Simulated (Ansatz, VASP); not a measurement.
# CaPb: VASP beside Ansatz

Contents of INCAR:

```
SYSTEM = CaPb
ALGO     = Fast           ! electronic algorithm
EDIFF    = 1E-7           ! SCF threshold, eV
ENCUT    = 520            ! plane-wave cutoff, eV
GGA      = CA             ! functional
ISIF     = 2              ! what is computed and relaxed
ISMEAR   = 0              ! smearing method
LASPH    = .True.         ! aspherical terms in the spheres
LCHARG   = .False.        ! write CHGCAR
LREAL    = .False.        ! projectors in reciprocal space
LWAVE    = .False.        ! write WAVECAR
NBANDS   = 19             ! bands
NELM     = 80             ! most SCF steps
PREC     = Accurate       ! precision mode
SIGMA    = 0.15           ! smearing width, eV
```

Contents of KPOINTS:

```
k-points
0
Gamma
  14 14 10
  0 0 0
```

Contents of POSCAR:

```
CaPb
1.0
    3.9678820991      0.0000000000      0.0000000000
    0.0000000000      3.5666355947      0.0000000000
    0.0000000000      0.0000000000      4.6275118900
Ca Pb
1 1
Direct
    0.0000000000      0.0000000000      0.0000000000
    0.5000000000      0.5000000000      0.5000000000
```

Input for Ansatz:

```yaml
crystal:
  lattice:
    - [3.9678820991, 0.0, 0.0]
    - [0.0, 3.5666355947, 0.0]
    - [0.0, 0.0, 4.62751189]
  atoms:
    - { symbol: Ca, position: [0.0, 0.0, 0.0] }
    - { symbol: Pb, position: [0.5, 0.5, 0.5] }
basis:
  ecutwfc: 420
kpoints:
  mp_grid: { grid: [14, 14, 10] }
hamiltonian:
  xc: lda
scf:
  occupations: { method: gaussian, width: 0.15 }
output:
  forces: true
  stress: true
  eigenvalues: true
```

Change from the starting cell: strain +0.1125 x Voigt [1, 0, 0, 0, 0, 0], atoms carried along.

Alike in both runs: task single point; functional LDA; k mesh 14 × 14 × 10; occupations gaussian, width 0.15 eV; no spin polarisation.

|  | VASP | Ansatz |
| --- | --- | --- |
| version | VASP 6.6.1 | Ansatz 0.2.0 |
| potentials or method | VASP PAW LDA potentials, release 64 (Ca_sv, Pb_d), cutoff 520 eV | scalar-relativistic, plane waves, PAW |
| valence electrons in the cell | 24 | 24 |

Ansatz gave:

| Item | Value |
| --- | --- |
| gap on the k mesh at the Fermi level (eV) | none |
| pressure (GPa) | -5.1 |
| traceless stress, the component that is largest in VASP (GPa) | 2.01 |

What did VASP give for the same quantities?

gap on the k mesh at the Fermi level (eV): none; pressure (GPa): -5.0; traceless stress, the component that is largest in VASP (GPa): 2.00.

LDA's correlation is that of Perdew and Zunger in VASP and of Perdew and Wang (1992) in Ansatz. A gap of «none» marks a metal or a gap that the smearing closes.

Neither program's run includes spin-orbit coupling.
